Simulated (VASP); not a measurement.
# CoO (Fm-3m) in VASP: settings compared

CoO is run at these levels: BLYP+U, LDA+U; tasks: single point.

Program: VASP 6.6.1. These are calculated values, not measurements. Logs are shortened: lines on timing, memory, paths and dates and some standing lists are left out, and cuts for length are marked.

## 1. The cell of the first run

It takes space group Fm-3m (No. 225, cubic). The conventional cell has a = 4.263 Å, b = 4.263 Å, c = 4.263 Å, α = 90.00°, β = 90.00°, γ = 90.00°. Within 2.8 Å of Co (site symmetry m-3m) lie 6 O at 2.13 Å. O (site symmetry m-3m) has 6 Co at 2.13 Å within 2.8 Å.

## 2. Single point, BLYP+U, collinear spin, ferromagnetic start

Contents of INCAR:

```
PREC = Accurate
ENCUT = 520
EDIFF = 1E-6
ISMEAR = 0
SIGMA = 0.05
LREAL = F
LASPH = T
NELM = 150
ALGO = Normal
ISIF = 2
LWAVE = F
LCHARG = F
ISPIN = 2
MAGMOM = 2.86 0
LORBIT = 11
LMAXMIX = 4
LDAU = T
LDAUTYPE = 2
LDAUL = 2 -1
LDAUU = 3.3 0
LDAUJ = 0 0
LDAUPRINT = 1
GGA = B5
ALDAX = 1.0
AGGAX = 1.0
AGGAC = 1.0
ALDAC = 0.0
NBANDS = 18
```

Contents of KPOINTS:

```
regular mesh
0
Gamma
  10 10 10
```

Contents of POSCAR:

```
CoO
1.0
    0.0000000000      2.1315016559      2.1315016559
    2.1315016559      0.0000000000      2.1315016559
    2.1315016559      2.1315016559      0.0000000000
Co O
1 1
Direct
    0.0000000000      0.0000000000      0.0000000000
    0.5000000000      0.5000000000      0.5000000000
```

Potentials or basis: VASP PAW PBE potentials, release 64 (Co, O).

On the command line:

```console
$ cat potpaw_PBE.64/Co/POTCAR potpaw_PBE.64/O/POTCAR > POTCAR
$ mpirun -np 1 vasp_std > vasp.out
```

OUTCAR:

```text
PREC = Accurate
   ENCUT = 520
   EDIFF = 1E-6
   ISMEAR = 0
   LREAL = F
   LASPH = T
   NELM = 150
   ISIF = 2
   ISPIN = 2
   LORBIT = 11
   GGA = B5

 ion  position               nearest neighbor table
   1  0.000  0.000  0.000-   2 2.13   2 2.13   2 2.13   2 2.13   2 2.13   2 2.13
   2  0.500  0.500  0.500-   1 2.13   1 2.13   1 2.13   1 2.13   1 2.13   1 2.13

  LATTYP: Found a face centered cubic cell.
 ALAT       =     4.2630033118

  Lattice vectors:

 A1 = (   0.0000000000,   2.1315016559,   2.1315016559)
 A2 = (   2.1315016559,   0.0000000000,   2.1315016559)
 A3 = (   2.1315016559,   2.1315016559,   0.0000000000)

Analysis of symmetry for initial positions (statically):
=====================================================================
 Subroutine PRICEL returns:
 Original cell was already a primitive cell.

 Routine SETGRP: Setting up the symmetry group for a
 face centered cubic supercell.

 Subroutine GETGRP returns: Found 48 space group operations
 (whereof 48 operations were pure point group operations)
 out of a pool of 48 trial point group operations.

The static configuration has the point symmetry O_h .

Analysis of symmetry for dynamics (positions and initial velocities):
=====================================================================
 Subroutine PRICEL returns:
 Original cell was already a primitive cell.

 Routine SETGRP: Setting up the symmetry group for a
 face centered cubic supercell.

 Subroutine GETGRP returns: Found 48 space group operations
 (whereof 48 operations were pure point group operations)
 out of a pool of 48 trial point group operations.

The dynamic configuration has the point symmetry O_h .

Analysis of structural, dynamic, and magnetic symmetry:
=====================================================================
 Subroutine PRICEL returns:
 Original cell was already a primitive cell.

 Routine SETGRP: Setting up the symmetry group for a
 face centered cubic supercell.

 Subroutine GETGRP returns: Found 48 space group operations
 (whereof 48 operations were pure point group operations)
 out of a pool of 48 trial point group operations.

The overall configuration has the point symmetry O_h .

 Subroutine INISYM returns: Found 48 space group operations
 (whereof 48 operations are pure point group operations),
 and found     1 'primitive' translations

----------------------------------------------------------------------------------------

                                     Primitive cell

  volume of cell :      19.3681

  direct lattice vectors                    reciprocal lattice vectors
     0.000000000  2.131501656  2.131501656    -0.234576407  0.234576407  0.234576407
     2.131501656  0.000000000  2.131501656     0.234576407 -0.234576407  0.234576407
     2.131501656  2.131501656  0.000000000     0.234576407  0.234576407 -0.234576407

  length of vectors
     3.014398550  3.014398550  3.014398550     0.406298255  0.406298255  0.406298255

  position of ions in fractional coordinates (direct lattice)
     0.000000000  0.000000000  0.000000000
     0.500000000  0.500000000  0.500000000

  ion indices of the primitive-cell ions
   primitive index   ion index
                 1           1
                 2           2

----------------------------------------------------------------------------------------

 KPOINTS: regular mesh

[... 59 lines left out ...]
   ISTART =      0    job   : 0-new  1-cont  2-samecut
   ICHARG =      2    charge: 1-file 2-atom 10-const
   ISPIN  =      2    spin polarized calculation?
   LNONCOLLINEAR =      F non collinear calculations
   LSORBIT =      F    spin-orbit coupling
   LASPH  =      T    aspherical Exc in radial PAW
   ENCUT  =  520.0 eV  38.22 Ry    6.18 a.u.   5.60  5.60  5.60*2*pi/ulx,y,z
   NELM   =    150;   NELMIN=  2; NELMDL= -5     # of ELM steps
   EDIFF  = 0.1E-05   stopping-criterion for ELM
   LREAL  =      F    real-space projection
   EDIFFG = 0.1E-04   stopping-criterion for IOM
   NSW    =      0    number of steps for IOM
   IBRION =     -1    ionic relax: 0-MD 1-quasi-New 2-CG
   NFREE  =      0    steps in history (QN), initial steepest desc. (CG)
   ISIF   =      2    stress and relaxation
   ISYM   =      2    0-nonsym 1-usesym 2-fastsym
   POTIM  = 0.5000    time-step for ionic-motion
   TEBEG  =    0.0;   TEEND  =   0.0 temperature during run
   PSTRESS=    0.0 pullay stress
   NELECT =      15.0000    total number of electrons
   NUPDOWN=      -1.0000    fix difference up-down
   EMIN   =  10.00;   EMAX   =-10.00  energy-range for DOS
   EFERMI =   0.00;   METHOD = LEGACY
   ISMEAR =     0;   SIGMA  =   0.05  broadening in eV -4-tet -1-fermi 0-gaus
   EFERMI_NEDOS =   21; number of points for ismear=-14 and -15
   IALGO  =     38    algorithm
   IMIX   =      4    mixing-type and parameters
     AMIX     =   0.40;   BMIX     =  1.00
     AMIX_MAG =   1.60;   BMIX_MAG =  1.00
  volume/ion in A,a.u.               =       9.68        65.35
  Fermi-wavevector in a.u.,A,eV,Ry     =   1.503406  2.841025 30.752286  2.260229
  Thomas-Fermi vector in A             =   2.614520
   LORBIT       =     11    0 simple, 1 ext, 2 COOP (PROOUT), +10 PAW based schemes
 LDA+U is selected, type is set to LDAUTYPE =  2
   angular momentum for each species LDAUL =     2   -1
   U (eV)           for each species LDAUU =   3.3  0.0
   J (eV)           for each species LDAUJ =   0.0  0.0
   GGA     = B5    functional components
   LHFCALC =     F    Hartree Fock is set to
   AEXX    =    0.0000 exact exchange contribution
   IVDW    =     0    specifies the selected vdW correction
   LEPSILON=     F    determine dielectric tensor
   LRPA    =     F    only Hartree local field effects (RPA)
 spin polarized calculation
 Gauss-broadening in eV      SIGMA  =   0.05
  energy-cutoff  :      520.00
  volume of cell :       19.37
 maximum number of plane-waves:       544
 NGX is ok and might be reduce to    24
   NGX = 11   NGY = 11   NGZ = 11

atom =   1  type =  1  l = 2

 onsite density matrix

spin component  1

  0.9697  0.0000  0.0000 -0.0000 -0.0000
  0.0000  0.9697 -0.0000  0.0000  0.0000
  0.0000 -0.0000  1.0119  0.0000  0.0000
 -0.0000  0.0000  0.0000  0.9697 -0.0000
 -0.0000  0.0000  0.0000 -0.0000  1.0119

spin component  2

  0.6590 -0.0000  0.0000  0.0000  0.0000
 -0.0000  0.6590  0.0000  0.0000 -0.0000
  0.0000  0.0000  0.1402 -0.0000 -0.0000
  0.0000  0.0000 -0.0000  0.6590  0.0000
  0.0000 -0.0000 -0.0000  0.0000  0.1402

 occupancies and eigenvectors

  o =  0.1402  v =  0.0000  0.0000  0.0000  0.0000  0.0000  0.0000  0.0000  1.0000  0.0000  0.0066      0.0000  0.0000  0.0000  0.0000  0.0000  0.0000  0.0000  0.0000  0.0000  0.0000
  o =  0.1402  v =  0.0000  0.0000  0.0000  0.0000  0.0000  0.0000 -0.0000  0.0066 -0.0000 -1.0000      0.0000  0.0000  0.0000  0.0000  0.0000  0.0000  0.0000  0.0000  0.0000  0.0000
  o =  0.6590  v =  0.0000  0.0000  0.0000  0.0000  0.0000  0.0000 -0.9996  0.0000  0.0266  0.0000      0.0000  0.0000  0.0000  0.0000  0.0000  0.0000  0.0000  0.0000  0.0000  0.0000
  o =  0.6590  v =  0.0000  0.0000  0.0000  0.0000  0.0000  0.0000  0.0266  0.0000  0.9996 -0.0000      0.0000  0.0000  0.0000  0.0000  0.0000  0.0000  0.0000  0.0000  0.0000  0.0000
  o =  0.6590  v =  0.0000  0.0000  0.0000  0.0000  0.0000  1.0000  0.0000  0.0000  0.0000  0.0000      0.0000  0.0000  0.0000  0.0000  0.0000  0.0000  0.0000  0.0000  0.0000  0.0000
  o =  0.9697  v =  0.0000 -0.2682  0.0000 -0.9634  0.0000  0.0000  0.0000  0.0000  0.0000  0.0000      0.0000  0.0000  0.0000  0.0000  0.0000  0.0000  0.0000  0.0000  0.0000  0.0000
  o =  0.9697  v =  0.0000 -0.9634  0.0000  0.2682  0.0000  0.0000  0.0000  0.0000  0.0000  0.0000      0.0000  0.0000  0.0000  0.0000  0.0000  0.0000  0.0000  0.0000  0.0000  0.0000
  o =  0.9697  v =  1.0000  0.0000  0.0000  0.0000  0.0000  0.0000  0.0000  0.0000  0.0000  0.0000      0.0000  0.0000  0.0000  0.0000  0.0000  0.0000  0.0000  0.0000  0.0000  0.0000
  o =  1.0119  v =  0.0000  0.0000  0.0008  0.0000  1.0000  0.0000  0.0000  0.0000  0.0000  0.0000      0.0000  0.0000  0.0000  0.0000  0.0000  0.0000  0.0000  0.0000  0.0000  0.0000
  o =  1.0119  v =  0.0000  0.0000  1.0000  0.0000 -0.0008  0.0000  0.0000  0.0000  0.0000  0.0000      0.0000  0.0000  0.0000  0.0000  0.0000  0.0000  0.0000  0.0000  0.0000  0.0000

 number of electron      15.0000007 magnetization       2.9982782

 Free energy of the ion-electron system (eV)
  ---------------------------------------------------
  ext. energy  EPLUGINS =         0.00000000
  ---------------------------------------------------
  free energy    TOTEN  =       -10.35806890 eV

  energy without entropy =      -10.35155010  energy(sigma->0) =      -10.35480950

 E-fermi :   7.6135     XC(G=0): -11.8006

 val. band max:        7.6090134049   @ k =   0.3000   0.2000   0.0000
 cond. band min:       7.6179352526   @ k =   0.4000   0.2000   0.1000
 fundamental gap:      0.0089218477
 Fermi energy:         7.6135281760

 spin component 1

 k-point     1 :       0.0000    0.0000    0.0000
  band No.  band energies     occupation
      1     -11.6729      1.00000
      2       3.1922      1.00000
      3       3.1922      1.00000
      4       3.5664      1.00000
      5       3.5664      1.00000
      6       3.5664      1.00000
[... 1001 lines left out ...]
     17      38.5231      0.00000
     18      39.6155      0.00000

 [... further k-points ...]
[... 5 lines left out ...]
  --------------------------------------------------------------------------------------
  -------------------------------------------------------------------------------------
  Total        0.6573366      0.6573366      0.6573366      0.0000000     -0.0000000      0.0000000
  in kB       54.3765169     54.3765169     54.3765169      0.0000000     -0.0000000      0.0000000
  external PRESSURE =      54.3765169 kB  Pullay stress =       0.0000000 kB

 VOLUME and BASIS-vectors are now :
 -----------------------------------------------------------------------------
  energy-cutoff  :      520.00
  volume of cell :       19.37
      direct lattice vectors                 reciprocal lattice vectors
     0.000000000  2.131501656  2.131501656    -0.234576407  0.234576407  0.234576407
     2.131501656  0.000000000  2.131501656     0.234576407 -0.234576407  0.234576407
     2.131501656  2.131501656  0.000000000     0.234576407  0.234576407 -0.234576407

 POSITION                                       TOTAL-FORCE (eV/Angst)
 -----------------------------------------------------------------------------------
      0.00000      0.00000      0.00000         0.000000      0.000000      0.000000
      2.13150      2.13150      2.13150         0.000000      0.000000      0.000000
 -----------------------------------------------------------------------------------
    total drift:                                0.000000     -0.000000     -0.000000

  FREE ENERGIE OF THE ION-ELECTRON SYSTEM (eV)
  ---------------------------------------------------
  free  energy   TOTEN  =       -10.3580688979 eV

  energy  without entropy=      -10.3515500980  energy(sigma->0) =      -10.35480950

 total charge

# of ion       s       p       d       tot
------------------------------------------
    1        0.290   0.352   7.166   7.808
    2        1.546   3.469   0.000   5.014
--------------------------------------------------
tot          1.836   3.821   7.166  12.822

 magnetization (x)

# of ion       s       p       d       tot
------------------------------------------
    1        0.019   0.016   2.675   2.709
    2        0.024   0.249   0.000   0.273
--------------------------------------------------
tot          0.043   0.264   2.675   2.982
```

It took 39 s on 1 thread of Intel Xeon Platinum 8259CL at 2.50GHz (Skylake/Cascade Lake), shared host; peak memory 0.16 GiB.

What came out:

| Item | Value |
| --- | --- |
| Free energy | -10.3581 eV |
| Pressure | 5.4 GPa |
| Band gap on the k mesh | zero (filled and empty bands overlap) |
| Net moment | 3.00 μB per cell |
| Site moments | Co +2.71; O +0.27 μB |
| Valence electrons inside the program's atomic spheres | Co 7.81; O 5.01 |

Levels at points of the mesh, in eV from the Fermi level:
Spin up:
```
           k point  band 6  band 7  band 8  band 9  band 10  band 11  band 12  band 13
(0.00, 0.00, 0.00)   -4.05   -2.32   -2.32   -2.32     1.94    18.12    18.12    18.12
(0.50, 0.00, 0.00)   -3.43   -2.53   -0.05   -0.05     6.11    10.05    14.22    14.22
(0.50, 0.50, 0.00)   -3.51   -3.51   -3.15   -3.15     6.53    10.79    11.95    16.53
```
Spin down:
```tsv
k point	band 4	band 5	band 6	band 7	band 8	band 9
(0.00, 0.00, 0.00)	-1.81	-1.11	-1.11	-1.11	1.78	1.78
(0.50, 0.00, 0.00)	-3.64	-0.11	-0.11	0.21	4.17	4.17
(0.50, 0.50, 0.00)	-3.05	-2.10	0.03	0.03	2.26	2.68
```

Eigenvalues of the final occupation matrices:
| site | spin | trace | eigenvalues |
| --- | --- | --- | --- |
| site 1 d | 1 | 4.93 | 0.97 0.97 0.97 1.01 1.01 |
| site 1 d | 2 | 2.26 | 0.14 0.14 0.66 0.66 0.66 |

Caveat: the PAW data sets were made with another functional, which shifts forces and pressure a little; a cell with one magnetic atom can't hold antiferromagnetic order, which such compounds often take. The state reached can hang on the start; a lower one may exist.

## 3. Single point, LDA+U, collinear spin, ferromagnetic start

Contents of INCAR:

```
PREC = Accurate ; ENCUT = 520
EDIFF = 1E-6 ; ISMEAR = 0
SIGMA = 0.05 ; LREAL = False
LASPH = True ; NELM = 150
ALGO = Normal ; ISIF = 2
LWAVE = False ; LCHARG = True
ISPIN = 2 ; MAGMOM = 2.86 0
LORBIT = 11 ; LMAXMIX = 4
LDAU = True ; LDAUTYPE = 2
LDAUL = 2 -1 ; LDAUU = 3.3 0
LDAUJ = 0 0 ; LDAUPRINT = 1
GGA = CA ; LELF = True
LVHAR = True ; NBANDS = 18
```

Contents of KPOINTS:

```
Automatic mesh
0
Gamma
  10 10 10
```

POSCAR is that of step 2.

Potentials or basis: VASP PAW LDA potentials, release 64 (Co, O).

On the command line:

```console
$ cat potpaw_LDA.64/Co/POTCAR potpaw_LDA.64/O/POTCAR > POTCAR
$ mpirun -np 1 vasp_std > vasp.out
```

Wall time 28 s (1 thread of Intel Xeon Platinum 8259CL at 2.50GHz (Skylake/Cascade Lake), shared host); peak memory 0.15 GiB.

The run converged. Its results:

| Item | Value |
| --- | --- |
| Free energy | -12.8047 eV |
| Pressure | -19.0 GPa |
| Band gap on the k mesh | zero (filled and empty bands overlap) |
| Net moment | 3.00 μB per cell |
| Site moments | Co +2.69; O +0.28 μB |
| Valence electrons inside the program's atomic spheres | Co 7.83; O 4.95 |

Levels at points of the mesh, in eV from the Fermi level:
Spin up:
```tsv
k point	band 7	band 8	band 9	band 10	band 11	band 12
(0.00, 0.00, 0.00)	-2.52	-2.52	-2.52	1.51	17.15	17.49
(0.50, 0.00, 0.00)	-2.62	-0.13	-0.13	5.44	9.68	13.67
(0.50, 0.50, 0.00)	-3.50	-3.21	-3.21	6.15	10.22	11.21
```
Spin down:
```csv
k point,band 3,band 4,band 5,band 6,band 7,band 8,band 9,band 10
"(0.00, 0.00, 0.00)",-1.99,-1.99,-1.14,-1.14,-1.14,1.15,1.15,2.04
"(0.50, 0.00, 0.00)",-3.91,-3.91,-0.12,-0.12,0.20,3.65,3.65,5.80
"(0.50, 0.50, 0.00)",-3.26,-3.26,-2.22,0.07,0.07,1.62,2.08,6.96
```

Eigenvalues of the final occupation matrices:
| site | spin | trace | eigenvalues |
| --- | --- | --- | --- |
| site 1 d | 1 | 4.92 | 0.97 0.97 0.97 1.01 1.01 |
| site 1 d | 2 | 2.26 | 0.16 0.16 0.65 0.65 0.65 |

Caveat: a cell with one magnetic atom can't hold antiferromagnetic order, which such compounds often take. The state reached can hang on the start; a lower one may exist.
